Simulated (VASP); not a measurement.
# SbMo2 (P6/mmm) in VASP: a series of runs, part 2 of 2

VASP 6.6.1. The steps go on from the part before.

**4. Single point, PBE, collinear spin**

This run uses another cell than the first one, of 18.56 Å³/atom.

Contents of INCAR:

```
SYSTEM = SbMo2
PREC = Accurate ; ENCUT = 520
EDIFF = 1E-6 ; ISMEAR = 0
SIGMA = 0.1 ; LREAL = .False.
LASPH = .True. ; NELM = 150
ALGO = Fast ; ISIF = 2
LWAVE = .False. ; LCHARG = .True.
ISPIN = 2 ; MAGMOM = 0 1 1
LORBIT = 11 ; LMAXMIX = 4
GGA = PE ; LELF = .True.
LVHAR = .True. ; NBANDS = 28
```

Contents of KPOINTS:

```
Automatic mesh
0
Gamma
  6 6 6
  0 0 0
```

Contents of POSCAR:

```
SbMo2
1.0
    4.4558511847      0.0000000000      0.0000000000
   -2.2279255923      3.8588803214      0.0000000000
    0.0000000000      0.0000000000      3.2376512028
Sb Mo
1 2
Direct
    0.0000000000      0.0000000000      0.0000000000
    0.3333333333      0.6666666667      0.5000000000
    0.6666666667      0.3333333333      0.5000000000
```

Potentials or basis: VASP PAW PBE potentials, release 64 (Sb, Mo_sv).

Command:

```sh
> cat potpaw_PBE.64/Sb/POTCAR potpaw_PBE.64/Mo_sv/POTCAR > POTCAR
> mpirun -np 1 vasp_std > vasp.out
```

OUTCAR:

```text
SYSTEM = SbMo2
   PREC = Accurate
   ENCUT = 520
   EDIFF = 1E-6
   ISMEAR = 0
   LREAL = .False.
   LASPH = .True.
   NELM = 150
   ISIF = 2
   ISPIN = 2
   LORBIT = 11
   GGA = PE

 ion  position               nearest neighbor table
   1  0.000  0.000  0.000-   2 3.04   3 3.04   2 3.04   3 3.04   2 3.04   2 3.04   3 3.04   3 3.04
                             3 3.04   3 3.04   2 3.04   2 3.04
   2  0.333  0.667  0.500-   3 2.57   3 2.57   3 2.57   1 3.04   1 3.04   1 3.04   1 3.04   1 3.04
                             1 3.04
   3  0.667  0.333  0.500-   2 2.57   2 2.57   2 2.57   1 3.04   1 3.04   1 3.04   1 3.04   1 3.04
                             1 3.04

  LATTYP: Found a hexagonal cell.
 ALAT       =     4.4558511847
 C/A-ratio  =     0.7266066726

  Lattice vectors:

 A1 = (   4.4558511847,   0.0000000000,   0.0000000000)
 A2 = (  -2.2279255923,   3.8588803214,   0.0000000000)
 A3 = (   0.0000000000,   0.0000000000,   3.2376512028)

Analysis of symmetry for initial positions (statically):
=====================================================================
 Subroutine PRICEL returns:
 Original cell was already a primitive cell.

 Routine SETGRP: Setting up the symmetry group for a
 hexagonal supercell.

 Subroutine GETGRP returns: Found 24 space group operations
 (whereof 24 operations were pure point group operations)
 out of a pool of 24 trial point group operations.

The static configuration has the point symmetry D_6h.

Analysis of symmetry for dynamics (positions and initial velocities):
=====================================================================
 Subroutine PRICEL returns:
 Original cell was already a primitive cell.

 Routine SETGRP: Setting up the symmetry group for a
 hexagonal supercell.

 Subroutine GETGRP returns: Found 24 space group operations
 (whereof 24 operations were pure point group operations)
 out of a pool of 24 trial point group operations.

The dynamic configuration has the point symmetry D_6h.

Analysis of structural, dynamic, and magnetic symmetry:
=====================================================================
 Subroutine PRICEL returns:
 Original cell was already a primitive cell.

 Routine SETGRP: Setting up the symmetry group for a
 hexagonal supercell.

 Subroutine GETGRP returns: Found 24 space group operations
 (whereof 24 operations were pure point group operations)
 out of a pool of 24 trial point group operations.

The overall configuration has the point symmetry D_6h.

 Subroutine INISYM returns: Found 24 space group operations
 (whereof 24 operations are pure point group operations),
 and found     1 'primitive' translations

----------------------------------------------------------------------------------------

                                     Primitive cell

  volume of cell :      55.6701

  direct lattice vectors                    reciprocal lattice vectors
     4.455851185  0.000000000  0.000000000     0.224424012  0.129571264  0.000000000
    -2.227925592  3.858880321  0.000000000     0.000000000  0.259142528  0.000000000
     0.000000000  0.000000000  3.237651203     0.000000000  0.000000000  0.308865884

  length of vectors
     4.455851185  4.455851185  3.237651203     0.259142528  0.259142528  0.308865884

  position of ions in fractional coordinates (direct lattice)
     0.000000000  0.000000000  0.000000000
     0.333333333  0.666666667  0.500000000
     0.666666667  0.333333333  0.500000000

  ion indices of the primitive-cell ions
   primitive index   ion index
[... 78 lines left out ...]
   NSW    =      0    number of steps for IOM
   IBRION =     -1    ionic relax: 0-MD 1-quasi-New 2-CG
   NFREE  =      0    steps in history (QN), initial steepest desc. (CG)
   ISIF   =      2    stress and relaxation
   ISYM   =      2    0-nonsym 1-usesym 2-fastsym
   POTIM  = 0.5000    time-step for ionic-motion
   TEBEG  =    0.0;   TEEND  =   0.0 temperature during run
   PSTRESS=    0.0 pullay stress
   NELECT =      33.0000    total number of electrons
   NUPDOWN=      -1.0000    fix difference up-down
   EMIN   =  10.00;   EMAX   =-10.00  energy-range for DOS
   EFERMI =   0.00;   METHOD = LEGACY
   ISMEAR =     0;   SIGMA  =   0.10  broadening in eV -4-tet -1-fermi 0-gaus
   EFERMI_NEDOS =   21; number of points for ismear=-14 and -15
   IALGO  =     68    algorithm
   IMIX   =      4    mixing-type and parameters
     AMIX     =   0.40;   BMIX     =  1.00
     AMIX_MAG =   1.60;   BMIX_MAG =  1.00
  volume/ion in A,a.u.               =      18.56       125.23
  Fermi-wavevector in a.u.,A,eV,Ry     =   1.375220  2.598789 25.731741  1.891230
  Thomas-Fermi vector in A             =   2.500575
   LORBIT       =     11    0 simple, 1 ext, 2 COOP (PROOUT), +10 PAW based schemes
   GGA     = PE    functional components
   LHFCALC =     F    Hartree Fock is set to
   AEXX    =    0.0000 exact exchange contribution
   IVDW    =     0    specifies the selected vdW correction
   LEPSILON=     F    determine dielectric tensor
   LRPA    =     F    only Hartree local field effects (RPA)
 spin polarized calculation
 RMM-DIIS sequential band-by-band and
 Gauss-broadening in eV      SIGMA  =   0.10
  energy-cutoff  :      520.00
  volume of cell :       55.67
 maximum number of plane-waves:      1516
 NGX is ok and might be reduce to    36
   NGX = 17   NGY = 17   NGZ = 13

 number of electron      33.0000004 magnetization      -0.0212050

 number of electron      33.0000004 magnetization       0.0001489

 Free energy of the ion-electron system (eV)
  ---------------------------------------------------
  ext. energy  EPLUGINS =         0.00000000
  ---------------------------------------------------
  free energy    TOTEN  =       -24.08917206 eV

  energy without entropy =      -24.06873485  energy(sigma->0) =      -24.07895345

 E-fermi :  11.3208     XC(G=0): -12.1875

 val. band max:       11.2911739909   @ k =   0.3333   0.1667   0.3333
 cond. band min:      11.3381349868   @ k =   0.3333   0.0000   0.1667
 fundamental gap:      0.0469609959
 Fermi energy:        11.3208015114

 spin component 1

 k-point     1 :       0.0000    0.0000    0.0000
  band No.  band energies     occupation
      1     -49.4111      1.00000
      2     -49.0858      1.00000
      3     -23.8974      1.00000
      4     -23.8974      1.00000
      5     -23.4803      1.00000
      6     -23.2105      1.00000
[... 733 lines left out ...]
     27      19.8656      0.00000
     28      23.6333      0.00000

 [... further k-points ...]

 spin component 2

 k-point     1 :       0.0000    0.0000    0.0000
  band No.  band energies     occupation
      1     -49.4111      1.00000
      2     -49.0857      1.00000
      3     -23.8974      1.00000
      4     -23.8974      1.00000
      5     -23.4803      1.00000
      6     -23.2104      1.00000
[... 733 lines left out ...]
     27      19.8657      0.00000
     28      23.6334      0.00000

 [... further k-points ...]

------------------------ aborting loop because EDIFF is reached ----------------------------------------

  FORCE on cell =-STRESS in cart. coord.  units (eV):
  Direction    XX          YY          ZZ          XY          YZ          ZX
  --------------------------------------------------------------------------------------
  -------------------------------------------------------------------------------------
  Total        0.0874824      0.0874824      0.0377420      0.0000000     -0.0000000      0.0000000
  in kB        2.5177309      2.5177309      1.0862094      0.0000000     -0.0000000      0.0000000
  external PRESSURE =       2.0405571 kB  Pullay stress =       0.0000000 kB

 VOLUME and BASIS-vectors are now :
 -----------------------------------------------------------------------------
  energy-cutoff  :      520.00
  volume of cell :       55.67
      direct lattice vectors                 reciprocal lattice vectors
     4.455851185  0.000000000  0.000000000     0.224424012  0.129571264  0.000000000
    -2.227925592  3.858880321  0.000000000     0.000000000  0.259142528  0.000000000
     0.000000000  0.000000000  3.237651203     0.000000000  0.000000000  0.308865884

 POSITION                                       TOTAL-FORCE (eV/Angst)
 -----------------------------------------------------------------------------------
      0.00000      0.00000      0.00000        -0.000000      0.000000      0.000000
     -0.00000      2.57259      1.61883         0.000000      0.000000     -0.000000
      2.22793      1.28629      1.61883        -0.000000     -0.000000      0.000000
 -----------------------------------------------------------------------------------
    total drift:                                0.000000     -0.000000     -0.000000

  FREE ENERGIE OF THE ION-ELECTRON SYSTEM (eV)
  ---------------------------------------------------
  free  energy   TOTEN  =       -24.0891720554 eV

  energy  without entropy=      -24.0687348459  energy(sigma->0) =      -24.07895345

 total charge

# of ion       s       p       d       tot
------------------------------------------
    1        1.121   1.222   0.082   2.425
    2        2.318   6.119   4.110  12.546
    3        2.318   6.119   4.110  12.546
--------------------------------------------------
tot          5.757  13.459   8.301  27.517

 magnetization (x)

# of ion       s       p       d       tot
------------------------------------------
    1        0.000   0.000  -0.000   0.000
    2       -0.000   0.000   0.000   0.000
    3       -0.000   0.000   0.000   0.000
--------------------------------------------------
tot          0.000   0.000   0.000   0.000
```

OSZICAR:

```text
N       E                     dE             d eps       ncg     rms          rms(c)
DAV:   1     0.333222676429E+03    0.33322E+03   -0.18102E+04  3176   0.111E+03
DAV:   2    -0.158609380367E+02   -0.34908E+03   -0.33666E+03  3748   0.363E+02
DAV:   3    -0.244129978326E+02   -0.85521E+01   -0.83330E+01  3548   0.586E+01
DAV:   4    -0.244977992748E+02   -0.84801E-01   -0.84669E-01  3452   0.655E+00
DAV:   5    -0.244993478713E+02   -0.15486E-02   -0.15486E-02  3488   0.849E-01    0.165E+01
RMM:   6    -0.241700083070E+02    0.32934E+00   -0.10229E+00  3152   0.587E+00    0.649E+00
RMM:   7    -0.240935467237E+02    0.76462E-01   -0.22755E-01  3216   0.286E+00    0.370E+00
RMM:   8    -0.240901547275E+02    0.33920E-02   -0.42879E-02  3317   0.131E+00    0.103E+00
RMM:   9    -0.240893238329E+02    0.83089E-03   -0.73603E-03  3563   0.551E-01    0.322E-01
RMM:  10    -0.240890686192E+02    0.25521E-03   -0.15509E-03  3449   0.306E-01    0.126E-01
RMM:  11    -0.240891680095E+02   -0.99390E-04   -0.35439E-04  3523   0.163E-01    0.348E-02
RMM:  12    -0.240891721288E+02   -0.41192E-05   -0.64494E-05  3662   0.688E-02    0.249E-02
RMM:  13    -0.240891719931E+02    0.13570E-06   -0.13411E-05  3607   0.310E-02    0.952E-03
RMM:  14    -0.240891720554E+02   -0.62300E-07   -0.24079E-06  2531   0.138E-02
   1 F= -.24089172E+02 E0= -.24078953E+02  d E =-.204372E-01  mag=     0.0000
```

stdout:

```text
POSCAR found type information on POSCAR SbMo
 POSCAR found :  2 types and       3 ions
 scaLAPACK will be used
 LDA part: xc-table for (Slater+PW92), standard interpolation
 POSCAR, INCAR and KPOINTS ok, starting setup
 FFT: planning ... GRIDC
 FFT: planning ... GRID_SOFT
 FFT: planning ... GRID
 WAVECAR not read
 entering main loop
```

Run time: 82 s. Hardware: 1 thread of Oxide Virtual Turin-like, shared host; peak memory 0.2 GiB.

Results:

* Free energy: -24.0892 eV
* Pressure: 0.2 GPa
* Net moment: 0.00 μB per cell
* Valence electrons inside the program's atomic spheres: Sb 2.42; Mo 12.55

Caveat: spin-orbit coupling is left out, which moves the levels of the heavy elements.

**5. Relaxation of cell and atoms, PBE**

This run uses another cell than the first one, of 18.56 Å³/atom.

Contents of INCAR:

```
SYSTEM = SbMo2
PREC     = Accurate       ! precision mode
ENCUT    = 600            ! plane-wave cutoff, eV
EDIFF    = 1E-6           ! SCF threshold, eV
ISMEAR   = 0              ! smearing method
SIGMA    = 0.1            ! smearing width, eV
LREAL    = .FALSE.        ! projectors in reciprocal space
LASPH    = .TRUE.         ! aspherical terms in the spheres
NELM     = 80             ! most SCF steps
ALGO     = Fast           ! electronic algorithm
ISIF     = 3              ! what is computed and relaxed
LWAVE    = .FALSE.        ! write WAVECAR
LCHARG   = .FALSE.        ! write CHGCAR
GGA      = PE             ! functional
IBRION   = 2              ! ionic algorithm
NSW      = 100            ! ionic steps
EDIFFG   = -0.01          ! ionic threshold
```

Contents of KPOINTS:

```
regular mesh
0
G
  12 12 14
  0 0 0
```

POSCAR is that of step 4.

Command:

```sh
> cat potpaw_PBE.64/Sb/POTCAR potpaw_PBE.64/Mo_sv/POTCAR > POTCAR
> mpirun -np 1 vasp_std > vasp.out
```

Run time: 8 min. Hardware: 1 thread of Oxide Virtual Turin-like, shared host; peak memory 0.31 GiB.

It converged, with:

| Item | Value |
| --- | --- |
| Free energy | -24.0805 eV |
| Relaxed volume | 18.53 Å³/atom |
| Relaxed cell | a = 4.469 Å, b = 4.469 Å, c = 3.213 Å, α = 90.00°, β = 90.00°, γ = 120.00° |
| Space group after relaxing (to 0.1 Å) | P6/mmm (No. 191) |
| Energy gained by relaxing | 0.7 meV/atom |
| Ionic steps | 5 |
| Pressure after relaxing | 0.0 GPa |
| Band gap on the k mesh | zero (an odd number of electrons rules out a gap without spin polarisation) |

The path:
| step | energy change (eV) | largest force (eV/Å) | pressure (GPa) | volume (Å³) |
| --- | --- | --- | --- | --- |
| 1 | 0.0000 | 0.0000 | 0.21 | 55.67 |
| 2 | -0.0013 | 0.0000 | -0.77 | 55.87 |
| 3 | -0.0015 | 0.0000 | -0.53 | 55.82 |
| 4 | -0.0018 | 0.0000 | 0.33 | 55.44 |
| 5 | -0.0020 | 0.0000 | 0.01 | 55.58 |

Final structure:
```yaml
crystal:
  lattice:
    - [4.46893, 0.00000, 0.00000]
    - [-2.23447, 3.87021, 0.00000]
    - [0.00000, 0.00000, 3.21339]
  atoms:
    - { symbol: Sb, position: [0.00000, 0.00000, 0.00000] }
    - { symbol: Mo, position: [0.33333, 0.66667, 0.50000] }
    - { symbol: Mo, position: [0.66667, 0.33333, 0.50000] }
```

Levels at points of the mesh, in eV from the Fermi level:
```tsv
k point	band 14	band 15	band 16	band 17	band 18	band 19	band 20
(0.00, 0.00, 0.00)	-0.79	-0.79	-0.64	-0.64	0.95	1.71	1.71
(0.50, 0.00, 0.00)	-1.70	-1.41	-1.32	-1.02	1.17	1.75	2.34
(0.00, 0.00, 0.50)	-2.41	-1.39	-1.39	-0.28	-0.28	1.17	3.35
(0.50, 0.00, 0.50)	-2.18	-1.87	-0.12	1.13	1.97	2.13	3.14
```

Caveat: spin-orbit coupling is left out, which moves the levels of the heavy elements.

**6. The runs side by side**

| task | spin | cell | k mesh | cutoff (eV) | gap on the mesh (eV) | pressure (GPa) | relaxed volume (Å³/atom) |
| --- | --- | --- | --- | --- | --- | --- | --- |
| relaxation of cell and atoms | off | relaxed from a = 4.816, b = 4.816, c = 2.952 Å, angles 90.0, 90.0, 120.0°, 3 atoms | 6 × 6 × 6 | 600 | none | 0.0 | 18.58 |
| single point | off | a = 4.467, b = 4.467, c = 3.215 Å, angles 90.0, 90.0, 120.0°, 3 atoms | 12 × 12 × 14 | 520 | none | 0.2 | - |
| single point | collinear | a = 4.456, b = 4.456, c = 3.238 Å, angles 90.0, 90.0, 120.0°, 3 atoms | 6 × 6 × 6 | 520 | none | 0.2 | - |
| relaxation of cell and atoms | off | relaxed from a = 4.456, b = 4.456, c = 3.238 Å, angles 90.0, 90.0, 120.0°, 3 atoms | 12 × 12 × 14 | 600 | none | 0.0 | 18.53 |

Alike in all rows: level PBE; potentials or basis VASP PAW PBE potentials, release 64 (Sb, Mo_sv); smearing gaussian 0.1 eV.

Caveats: spin-orbit coupling is left out, which moves the levels of the heavy elements.

Total energies depend on the potentials used, so only differences within one code and one set of settings carry meaning.

The gap in the log of VASP goes by the Fermi energy; the results here count the filled bands.